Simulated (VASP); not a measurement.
# SnO: relaxation of cell and atoms with PBE

The system is SnO.

```
Sn O
1.0
     0.00000    2.05098    2.05098
     2.05098    0.00000    2.05098
     2.05098    2.05098    0.00000
Sn O
1 1
Direct
  0.00000 0.00000 0.00000
  0.50000 0.50000 0.50000
```

```yaml
Program: VASP 6.6.1
Task: relaxation of cell and atoms
Functional: PBE
Potentials_or_basis: VASP PAW PBE potentials, release 64 (Sn_d, O_h)
Cutoff: 1340 eV
k_mesh: 10 × 10 × 10
Occupations: fermi-dirac, width 0.02 eV
Spin: no spin polarisation
Dipole_correction: no
Further_INCAR_settings: ALGO = Normal; EDIFF = 1e-07; IBRION = 2; EDIFFG = -0.005; NSW = 80; ISIF = 3
```

The relaxed volume is 16.67 Å³/atom, the relaxed cell is a = 3.613 Å, b = 3.613 Å, c = 3.613 Å, α = 60.00°, β = 60.00°, γ = 60.00° and the space group after relaxing (to 0.1 Å) is Fm-3m (No. 225). The energy gained by relaxing is 3674.8 meV/atom. The ionic steps are 8, the pressure after relaxing is 0.0 GPa and the band gap on the k mesh is 0.69 eV (least direct gap 0.72 eV).

The path:
| step | energy change (eV) | largest force (eV/Å) | pressure (GPa) | volume (Å³) |
| --- | --- | --- | --- | --- |
| 1 | 0.0000 | 0.0000 | 258.41 | 17.25 |
| 2 | -0.9142 | 0.0000 | -29.64 | 80.55 |
| 3 | -7.2015 | 0.0000 | -9.95 | 37.68 |
| 4 | -7.3016 | 0.0000 | -6.14 | 35.71 |
| 5 | -7.3492 | 0.0000 | 0.55 | 33.17 |
| 6 | -7.3491 | 0.0000 | -0.59 | 33.56 |
| 7 | -7.3495 | 0.0000 | 0.15 | 33.30 |
| 8 | -7.3495 | 0.0000 | 0.01 | 33.34 |

Final structure:
```xyz
2
Lattice="0.0000 2.5546 2.5546 2.5546 0.0000 2.5546 2.5546 2.5546 0.0000" Properties=species:S:1:pos:R:3 pbc="T T T"
Sn    0.0000    0.0000    0.0000
O     2.5546    2.5546    2.5546
```

Levels at points of the mesh, in eV from the valence-band top:
| k point | band 7 | band 8 | band 9 | band 10 | band 11 | band 12 | band 13 | band 14 |
| --- | --- | --- | --- | --- | --- | --- | --- | --- |
| (0.00, 0.00, 0.00) | -6.53 | -3.02 | -3.02 | -3.02 | 7.76 | 7.76 | 7.76 | 10.22 |
| (0.50, 0.00, 0.00) | -8.13 | -2.83 | -2.83 | -0.59 | 0.88 | 4.46 | 4.46 | 9.69 |
| (0.50, 0.50, 0.00) | -6.13 | -4.50 | -4.10 | -4.10 | 3.69 | 5.35 | 5.93 | 5.93 |

Run time: 120 s on 1 thread of Intel(R) Xeon(R) 6975P-C (Granite Rapids), on a shared host, peak memory 0.24 GiB.

Caveat: the volume moved by over 15 % at a fixed basis, so the end points are rough; the structure was generated, so it needn't be the stable form of SnO; semilocal functionals underestimate gaps, and a narrow one can read as zero; spin-orbit coupling is left out, which moves the levels of the heavy elements. A k mesh can miss the band edges.
